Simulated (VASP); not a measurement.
The system is CdS (Hawleyite).

```xyz
2
Lattice="0.0000 2.9333 2.9333 2.9333 0.0000 2.9333 2.9333 2.9333 0.0000" Properties=species:S:1:pos:R:3 pbc="T T T"
Cd    0.0000    0.0000    0.0000
S     1.4666    1.4666    1.4666
```

This cell differs from its parent crystal: volume changed by -3%.

Base run:

* Program: VASP 6.6.1
* Functional: PBE
* Potentials or basis: VASP PAW PBE potentials, release 64 (Cd, S)
* Cutoff: 520 eV
* k mesh: 6 × 6 × 6
* Occupations: gaussian, width 0.01 eV
* Spin: no spin polarisation

Its results: band gap on the k mesh 1.11 eV, direct; pressure 2.1 GPa.

The run is repeated on the same cell with these changes: potentials or basis from VASP PAW PBE potentials, release 64 (Cd, S) to VASP PAW PBE potentials, release 64 (Cd_sv_GW, S); cutoff from 520 eV to 540 eV; further incar settings from ALGO = Normal; EDIFF = 1e-07; NBANDS = 16 to ALGO = Normal; EDIFF = 1e-06; NBANDS = 20; valence electrons from 18 to 26. What comes out?

Band gap on the k mesh 1.11 eV, direct; pressure 0.8 GPa.

